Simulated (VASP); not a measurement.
CaSe, 2 atoms in the cell. It takes space group R-3m (No. 166, trigonal). Conventional cell: a = 4.160 Å, b = 4.160 Å, c = 10.114 Å, α = 90.00°, β = 90.00°, γ = 120.00°. Within 3.9 Å of Ca (site symmetry -3m) lie 6 Se at 2.93 Å. Within 3.9 Å of Se (site symmetry -3m) lie 6 Ca at 2.93 Å.  This cell differs from its parent crystal: equal xy, yz and zx engineering shears of -0.5 %.

| Property | Result |
| --- | --- |
| Program | VASP 6.6.1 |
| Task | single point |
| Functional | PBEsol |
| Potentials or basis | VASP PAW PBE potentials, release 64 (Ca_sv, Se) |
| Cutoff | 520 eV |
| k mesh | 6 × 6 × 6 |
| Occupations | gaussian, width 0.01 eV |
| Spin | no spin polarisation |
| Dipole correction | no |
| Further INCAR settings | ALGO = Normal; EDIFF = 1e-06; NBANDS = 15 |

Potentials or basis: VASP PAW PBE potentials, release 64 (Ca_sv, Se).

The run is started by

```sh
$ cat potpaw_PBE.64/Ca_sv/POTCAR potpaw_PBE.64/Se/POTCAR > POTCAR
$ mpirun -np 1 vasp_std > vasp.out
```

Hardware: 1 thread of Intel(R) Xeon(R) Platinum 8259CL CPU @ 2.50GHz (Skylake/Cascade Lake), with other jobs on the host.

Task: How long does it take, and how much memory?

Result: Run time: 19 s on 1 thread of Intel(R) Xeon(R) Platinum 8259CL CPU @ 2.50GHz (Skylake/Cascade Lake) (shared host), peak memory 0.18 GiB. Counts: scf iterations 12, k points 32.
